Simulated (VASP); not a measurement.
Set up this calculation in VASP 6.6.1, as the native input.

| Quantity | Value |
| --- | --- |
| Task | single point |
| Functional | PBE |
| Potentials or basis | VASP PAW PBE potentials, release 64 (Al, H) |
| Cutoff | 520 eV |
| k mesh | 9 × 9 × 1 |
| Occupations | gaussian, width 0.1 eV |
| Spin | no spin polarisation |
| Dipole correction | yes |
| Further INCAR settings | ALGO = Normal; EDIFF = 1e-06; NBANDS = 13 |

The structure of Al3H lies in POSCAR:

```
Al3H
1.0
    2.8567582918      0.0000000000      0.0000000000
    0.0000000000      2.8567582918      0.0000000000
    0.0000000000      0.0000000000     19.6746954375
Al H
3 1
Direct
    0.5000000000      0.5000000000      0.2033068320
    0.0000000000      0.0000000000      0.3092728611
    0.5000000000      0.5000000000      0.4154928580
    0.5000000000      0.6666666667      0.4932783544
```

One way to write it, as run:

INCAR

```
SYSTEM = Al3H
PREC = Accurate
ENCUT = 520
EDIFF = 1E-6
ISMEAR = 0
SIGMA = 0.1
LREAL = .FALSE.
LASPH = .TRUE.
NELM = 60
ALGO = Normal
ISIF = 2
LWAVE = .FALSE.
LCHARG = .FALSE.
LDIPOL = .TRUE.
IDIPOL = 3
DIPOL = 0.5 0.5 0.355
GGA = PE
NBANDS = 13
```

KPOINTS

```
Automatic mesh
0
G
  9 9 1
  0 0 0
```

Potentials or basis: VASP PAW PBE potentials, release 64 (Al, H).

The run is started by

```sh
$ cat potpaw_PBE.64/Al/POTCAR potpaw_PBE.64/H/POTCAR > POTCAR
$ mpirun -np 1 vasp_std > vasp.out
```

Results of the run:

```json
{
 "Largest force": "0.443 eV/Å",
 "Band gap on the k mesh": "zero (band 5 reaches 0.26 eV, above the bottom of band 6 at -1.08 eV)"
}
```

Run time: 110 s on 1 thread of AMD EPYC 7R43 64-Core Processor (Zen 3) (shared host), peak memory 0.23 GiB.
